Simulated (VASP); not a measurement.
# MgO (Periclase) (Fm-3m) in VASP: a series of runs, part 2 of 3

VASP 6.6.1.

**3. Single point, r2SCAN (volume scaled by 0.960)**

The input, POSCAR:

```
MgO
1.0
    0.0000000000      2.0738012913      2.0738012913
    2.0738012913      0.0000000000      2.0738012913
    2.0738012913      2.0738012913      0.0000000000
Mg O
1 1
Direct
    0.0000000000      0.0000000000      0.0000000000
    0.5000000000      0.5000000000      0.5000000000
```

The input, INCAR.step1:

```
SYSTEM = MgO
  PREC = Accurate
  ENCUT = 520
  ISMEAR = 0
  SIGMA = 0.05
  LREAL = .False.
  LASPH = .True.
  NELM = 100
  NBANDS = 11
  GGA = PE
  ALGO = Normal
  EDIFF = 1E-4
  LWAVE = .True.
  LCHARG = .False.
```

The input, INCAR.step2:

```
SYSTEM = MgO
  PREC = Accurate
  ENCUT = 520
  EDIFF = 1E-7
  ISMEAR = 0
  SIGMA = 0.05
  LREAL = .False.
  LASPH = .True.
  NELM = 100
  ALGO = Normal
  ISIF = 2
  LWAVE = .False.
  LCHARG = .False.
  METAGGA = R2SCAN
  LMIXTAU = .True.
  NBANDS = 11
  ISTART = 1
```

The input, KPOINTS:

```
regular mesh
0
Gamma
  8 8 8
  0 0 0
```

Potentials or basis: VASP PAW PBE potentials, release 64 (Mg, O).

On the command line:

```sh
$ cat potpaw_PBE.64/Mg/POTCAR potpaw_PBE.64/O/POTCAR > POTCAR
$ cp INCAR.step1 INCAR
$ mpirun -np 1 vasp_std > vasp.out
$ cp INCAR.step2 INCAR
$ mpirun -np 1 vasp_std > vasp.out
```

OUTCAR:

```text
SYSTEM = MgO
   PREC = Accurate
   ENCUT = 520
   EDIFF = 1E-7
   ISMEAR = 0
   LREAL = .False.
   LASPH = .True.
   NELM = 100
   ISIF = 2
   METAGGA = R2SCAN
   ISTART = 1

 ion  position               nearest neighbor table
   1  0.000  0.000  0.000-   2 2.07   2 2.07   2 2.07   2 2.07   2 2.07   2 2.07
   2  0.500  0.500  0.500-   1 2.07   1 2.07   1 2.07   1 2.07   1 2.07   1 2.07

  LATTYP: Found a face centered cubic cell.
 ALAT       =     4.1476025826

  Lattice vectors:

 A1 = (   0.0000000000,   2.0738012913,   2.0738012913)
 A2 = (   2.0738012913,   0.0000000000,   2.0738012913)
 A3 = (   2.0738012913,   2.0738012913,   0.0000000000)

Analysis of symmetry for initial positions (statically):
=====================================================================
 Subroutine PRICEL returns:
 Original cell was already a primitive cell.

 Routine SETGRP: Setting up the symmetry group for a
 face centered cubic supercell.

 Subroutine GETGRP returns: Found 48 space group operations
 (whereof 48 operations were pure point group operations)
 out of a pool of 48 trial point group operations.

The static configuration has the point symmetry O_h .

Analysis of symmetry for dynamics (positions and initial velocities):
=====================================================================
 Subroutine PRICEL returns:
 Original cell was already a primitive cell.

 Routine SETGRP: Setting up the symmetry group for a
 face centered cubic supercell.

 Subroutine GETGRP returns: Found 48 space group operations
 (whereof 48 operations were pure point group operations)
 out of a pool of 48 trial point group operations.

The dynamic configuration has the point symmetry O_h .

 Subroutine INISYM returns: Found 48 space group operations
 (whereof 48 operations are pure point group operations),
 and found     1 'primitive' translations

----------------------------------------------------------------------------------------

                                     Primitive cell

  volume of cell :      17.8374

  direct lattice vectors                    reciprocal lattice vectors
     0.000000000  2.073801291  2.073801291    -0.241103139  0.241103139  0.241103139
     2.073801291  0.000000000  2.073801291     0.241103139 -0.241103139  0.241103139
     2.073801291  2.073801291  0.000000000     0.241103139  0.241103139 -0.241103139

  length of vectors
     2.932797912  2.932797912  2.932797912     0.417602886  0.417602886  0.417602886

  position of ions in fractional coordinates (direct lattice)
     0.000000000  0.000000000  0.000000000
     0.500000000  0.500000000  0.500000000

  ion indices of the primitive-cell ions
   primitive index   ion index
                 1           1
                 2           2

----------------------------------------------------------------------------------------

 KPOINTS: regular mesh

Automatic generation of k-mesh.
 Grid dimensions read from file:
 generate k-points for:    8    8    8

 Generating k-lattice:

  Cartesian coordinates                     Fractional coordinates (reciprocal lattice)
    -0.030137892  0.030137892  0.030137892     0.125000000  0.000000000  0.000000000
     0.030137892 -0.030137892  0.030137892     0.000000000  0.125000000  0.000000000
     0.030137892  0.030137892 -0.030137892     0.000000000  0.000000000  0.125000000

  Length of vectors
     0.052200361  0.052200361  0.052200361

  Shift w.r.t. Gamma in fractional coordinates (k-lattice)
     0.000000000  0.000000000  0.000000000

 Subroutine IBZKPT returns following result:
 ===========================================

 Found     29 irreducible k-points:

 Following reciprocal coordinates:
            Coordinates               Weight
  0.000000  0.000000  0.000000      1.000000
  0.125000  0.000000  0.000000      8.000000
  0.250000  0.000000  0.000000      8.000000
  0.375000  0.000000  0.000000      8.000000
  0.500000  0.000000  0.000000      4.000000
  0.125000  0.125000  0.000000      6.000000
[... 16 lines left out ...]
  0.500000  0.250000  0.125000     48.000000
 -0.375000  0.250000  0.125000     24.000000
 [... further k-points ...]
   k-points           NKPTS =     29   k-points in BZ     NKDIM =     29   number of bands    NBANDS=     11
   number of dos      NEDOS =    301   number of ions     NIONS =      2
   total plane-waves  NPLWV =  13824
   dimension x,y,z NGX =    24 NGY =   24 NGZ =   24
   dimension x,y,z NGXF=    48 NGYF=   48 NGZF=   48
   ions per type =               1   1
   NGX,Y,Z   is equivalent  to a cutoff of  13.60, 13.60, 13.60 a.u.
   NGXF,Y,Z  is equivalent  to a cutoff of  27.21, 27.21, 27.21 a.u.
 SYSTEM =  MgO
   PREC   = accura    normal or accurate (medium, high low for compatibility)
   ISTART =      1    job   : 0-new  1-cont  2-samecut
   ICHARG =      0    charge: 1-file 2-atom 10-const
   ISPIN  =      1    spin polarized calculation?
   LNONCOLLINEAR =      F non collinear calculations
   LSORBIT =      F    spin-orbit coupling
   LASPH  =      T    aspherical Exc in radial PAW
   ENCUT  =  520.0 eV  38.22 Ry    6.18 a.u.   5.45  5.45  5.45*2*pi/ulx,y,z
   NELM   =    100;   NELMIN=  2; NELMDL=  0     # of ELM steps
   EDIFF  = 0.1E-06   stopping-criterion for ELM
   LREAL  =      F    real-space projection
   EDIFFG = 0.1E-05   stopping-criterion for IOM
   NSW    =      0    number of steps for IOM
   IBRION =     -1    ionic relax: 0-MD 1-quasi-New 2-CG
   NFREE  =      0    steps in history (QN), initial steepest desc. (CG)
   ISIF   =      2    stress and relaxation
   ISYM   =      2    0-nonsym 1-usesym 2-fastsym
   POTIM  = 0.5000    time-step for ionic-motion
   TEBEG  =    0.0;   TEEND  =   0.0 temperature during run
   PSTRESS=    0.0 pullay stress
   NELECT =       8.0000    total number of electrons
   NUPDOWN=      -1.0000    fix difference up-down
   EMIN   =  10.00;   EMAX   =-10.00  energy-range for DOS
   EFERMI =   0.00;   METHOD = LEGACY
   ISMEAR =     0;   SIGMA  =   0.05  broadening in eV -4-tet -1-fermi 0-gaus
   EFERMI_NEDOS =   21; number of points for ismear=-14 and -15
   IALGO  =     38    algorithm
   IMIX   =      4    mixing-type and parameters
     AMIX     =   0.40;   BMIX     =  1.00
     AMIX_MAG =   1.60;   BMIX_MAG =  1.00
  volume/ion in A,a.u.               =       8.92        60.19
  Fermi-wavevector in a.u.,A,eV,Ry     =   1.253125  2.368063 21.365528  1.570322
  Thomas-Fermi vector in A             =   2.386993
   LORBIT       =      0    0 simple, 1 ext, 2 COOP (PROOUT), +10 PAW based schemes
   METAGGA = R2SCAN    functional components
   LHFCALC =     F    Hartree Fock is set to
   AEXX    =    0.0000 exact exchange contribution
   IVDW    =     0    specifies the selected vdW correction
   LEPSILON=     F    determine dielectric tensor
   LRPA    =     F    only Hartree local field effects (RPA)
 non-spin polarized calculation
 Gauss-broadening in eV      SIGMA  =   0.05
  energy-cutoff  :      520.00
  volume of cell :       17.84
 maximum number of plane-waves:       531
 NGX is ok and might be reduce to    24
   NGX = 11   NGY = 11   NGZ = 11

 number of electron       7.9999999 magnetization

 Free energy of the ion-electron system (eV)
  ---------------------------------------------------
  ext. energy  EPLUGINS =         0.00000000
  ---------------------------------------------------
  free energy    TOTEN  =       -16.14876698 eV

  energy without entropy =      -16.14876698  energy(sigma->0) =      -16.14876698

 E-fermi :   3.3279     XC(G=0): -11.8351

 val. band max:        3.1242798484   @ k =   0.0000   0.0000   0.0000
 cond. band min:       9.2101340196   @ k =   0.0000   0.0000   0.0000
 fundamental gap:      6.0858541713
 Fermi energy:         3.3278720842

 k-point     1 :       0.0000    0.0000    0.0000
  band No.  band energies     occupation
      1     -15.3195      2.00000
      2       3.1243      2.00000
      3       3.1243      2.00000
      4       3.1243      2.00000
      5       9.2101      0.00000
      6      20.2299      0.00000
      7      20.2299      0.00000
      8      20.2299      0.00000
      9      24.5100      0.00000
     10      26.3288      0.00000
     11      26.3288      0.00000
[... 309 lines left out ...]
 k-point    24 :      -0.3750    0.2500    0.1250
  band No.  band energies     occupation
      1     -13.7954      2.00000
      2      -1.0590      2.00000
      3       1.0768      2.00000
      4       2.0541      2.00000
      5      14.0964      0.00000
      6      16.9088      0.00000
      7      18.3075      0.00000
      8      21.8236      0.00000
      9      25.4735      0.00000
     10      27.2761      0.00000
     11      31.6278      0.00000

 [... further k-points ...]
[... 5 lines left out ...]
  --------------------------------------------------------------------------------------
  -------------------------------------------------------------------------------------
  Total        0.6945177      0.6945177      0.6945177     -0.0000000      0.0000000     -0.0000000
  in kB       62.3824576     62.3824576     62.3824576     -0.0000000      0.0000000     -0.0000000
  external PRESSURE =      62.3824576 kB  Pullay stress =       0.0000000 kB

 VOLUME and BASIS-vectors are now :
 -----------------------------------------------------------------------------
  energy-cutoff  :      520.00
  volume of cell :       17.84
      direct lattice vectors                 reciprocal lattice vectors
     0.000000000  2.073801291  2.073801291    -0.241103139  0.241103139  0.241103139
     2.073801291  0.000000000  2.073801291     0.241103139 -0.241103139  0.241103139
     2.073801291  2.073801291  0.000000000     0.241103139  0.241103139 -0.241103139

 POSITION                                       TOTAL-FORCE (eV/Angst)
 -----------------------------------------------------------------------------------
      0.00000      0.00000      0.00000        -0.000000      0.000000     -0.000000
      2.07380      2.07380      2.07380         0.000000     -0.000000      0.000000
 -----------------------------------------------------------------------------------
    total drift:                               -0.000000     -0.000000      0.000000

  FREE ENERGIE OF THE ION-ELECTRON SYSTEM (eV)
  ---------------------------------------------------
  free  energy   TOTEN  =       -16.1487669768 eV

  energy  without entropy=      -16.1487669768  energy(sigma->0) =      -16.14876698
```

Wall time 13 s (1 thread of Intel Xeon 6975P-C (Granite Rapids), shared host); peak memory 0.14 GiB.

What came out:

| Property | Result |
| --- | --- |
| Free energy | -16.1488 eV |
| Pressure | 6.2 GPa |
| Band gap on the k mesh | 6.09 eV, direct |

Levels at points of the mesh, in eV from the valence-band top:
| k point | band 1 | band 2 | band 3 | band 4 | band 5 | band 6 | band 7 | band 8 | band 9 |
| --- | --- | --- | --- | --- | --- | --- | --- | --- | --- |
| (0.00, 0.00, 0.00) | -18.44 | 0.00 | 0.00 | 0.00 | 6.09 | 17.11 | 17.11 | 17.11 | 21.39 |
| (0.50, 0.00, 0.00) | -17.08 | -4.82 | -0.73 | -0.73 | 9.11 | 14.36 | 17.92 | 17.92 | 23.12 |
| (0.50, 0.50, 0.00) | -16.81 | -4.30 | -1.44 | -1.44 | 10.09 | 11.59 | 14.82 | 21.12 | 21.12 |

Caveat: the PAW data sets were made with another functional, which shifts forces and pressure a little.

(Continued in part 3 of 3.)
